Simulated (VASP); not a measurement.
Runs of VASP 6.6.1 on Bi2Se3. The structure is that of space group R-3m (No. 166), or close to it. The cells are those of the table. 

```csv
task,cell,gap on the mesh (eV),pressure (GPa),largest force (eV/Å)
electric field gradients,"a = 9.852 Å, angles 24.8°, 5 atoms",0.19,0.1,0.06
electric field gradients,"a = 9.846 Å, angles 24.5°, 5 atoms",0.20,1.2,0.12
single point,"a = 9.858 Å, angles 25.0°, 5 atoms",0.17,-1.0,0.18
single point,"a = 9.852 Å, angles 24.8°, 5 atoms",0.19,0.1,0.06
electric field gradients,"a = 9.910, b = 9.819, c = 9.795 Å, angles 24.2, 24.5, 24.2°, 5 atoms",0.21,(a),0.26
single point,"a = 9.823 Å, angles 23.6°, 5 atoms",0.27,7.3,0.65
single point,"a = 9.829 Å, angles 23.8°, 5 atoms",0.25,5.6,0.49
single point,"a = 9.707 Å, angles 24.3°, 5 atoms",0.18,5.6,0.53
single point,"a = 10.033 Å, angles 24.3°, 5 atoms",0.26,-0.9,0.24
electric field gradients,"a = 9.823 Å, angles 23.6°, 5 atoms",0.27,7.3,0.65
electric field gradients,"a = 9.835 Å, angles 24.1°, 5 atoms",0.23,(b),0.33
```

Alike in all rows: level PBE; potentials or basis VASP PAW PBE potentials, release 64 (Bi_d, Se); no spin polarisation; k mesh 6 × 6 × 6; cutoff (eV) 520; smearing fermi-dirac 0.03 eV.

Problem. Estimate the missing entries.

Solution. (a) 2.6; (b) 4.0.

Caveats: spin-orbit coupling is left out, which moves the levels of the heavy elements; the cell stands under pressure (at least some runs).

A k mesh can miss the band edges, and the runs leave out spin-orbit coupling on Bi, Se.
